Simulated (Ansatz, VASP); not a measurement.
**HfC: VASP beside Ansatz**

```
CELL_PARAMETERS angstrom
0.00000 2.29013 2.39475
2.29013 0.00000 2.39475
2.29013 2.29013 0.00000
ATOMIC_POSITIONS crystal
Hf 0.50000 0.50000 0.50000
C 0.00000 0.00000 0.00000
```

Change from the starting cell: strain -0.015 along x and y, +0.030 along z, atoms carried along.

Alike in both runs: task single point; functional PBE; k mesh 18 × 18 × 18; occupations gaussian, width 0.15 eV; no spin polarisation.

|  | VASP | Ansatz |
| --- | --- | --- |
| version | VASP 6.6.1 | Ansatz 0.2.0 |
| potentials or method | VASP PAW PBE potentials, release 64 (Hf_pv, C), cutoff 520 eV | scalar-relativistic, plane waves, PAW |
| valence electrons in the cell | 14 | 30 |

VASP gave:

| Item | Value |
| --- | --- |
| gap on the k mesh at the Fermi level (eV) | none |
| pressure (GPa) | 0.6 |
| traceless stress, the component that is largest in VASP (GPa) | -11.34 |

Estimate Ansatz's values.

gap on the k mesh at the Fermi level (eV): none; pressure (GPa): 1.3; traceless stress, the component that is largest in VASP (GPa): -11.22.

A gap of «none» marks a metal or a gap that the smearing closes. VASP's potentials hold 14 valence electrons a cell and Ansatz's 30, so a difference there can come from the potentials and not from the codes.

Spin-orbit coupling is off throughout.
